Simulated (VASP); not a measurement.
Write the native input for VASP 6.6.1 that does the following.

```
Task                   : single point
Functional             : PBE
Potentials or basis    : VASP PAW PBE potentials, release 64 (Ge_d, Pt)
Cutoff                 : 520 eV
k mesh                 : 4 × 6 × 4
Occupations            : gaussian, width 0.1 eV
Spin                   : no spin polarisation
Dipole correction      : no
Further INCAR settings : ALGO = Normal; EDIFF = 1e-06; NBANDS = 32
```

The structure of GePt lies in POSCAR:

```
GePt
1.0
    4.6743492863      0.0000000000      0.0000000000
    0.0000000000      2.9250073084      0.0000000000
    0.0000000000      0.0000000000      4.7608022349
Ge Pt
2 2
Direct
    0.7500000000      0.0000000000      0.7124747417
    0.2500000000      0.0000000000      0.2875252583
    0.7500000000      0.5000000000      0.1945095651
    0.2500000000      0.5000000000      0.8054904349
```

One way to write it, as run:

INCAR

```
SYSTEM = GePt
  PREC = Accurate
  ENCUT = 520
  EDIFF = 1E-6
  ISMEAR = 0
  SIGMA = 0.1
  LREAL = .FALSE.
  LASPH = .TRUE.
  NELM = 60
  ALGO = Normal
  ISIF = 2
  LWAVE = .FALSE.
  LCHARG = .FALSE.
  GGA = PE
  NBANDS = 32
```

KPOINTS

```
Automatic mesh
0
G
  4 6 4
  0 0 0
```

Potentials or basis: VASP PAW PBE potentials, release 64 (Ge_d, Pt).

The run is started by

```console
$ cat potpaw_PBE.64/Ge_d/POTCAR potpaw_PBE.64/Pt/POTCAR > POTCAR
$ mpirun -np 1 vasp_std > vasp.out
```

It gave:

```
Pressure               : 0.3 GPa
Largest force          : 0.022 eV/Å
Band gap on the k mesh : zero (band 24 reaches 11.94 eV, above the bottom of band 25 at 8.89 eV)
```

Caveat: spin-orbit coupling is left out, which moves the levels of the heavy elements.

Run time: 23 s on 1 thread of Intel(R) Xeon(R) 6975P-C (Granite Rapids), with other jobs on the host, peak memory 0.21 GiB.
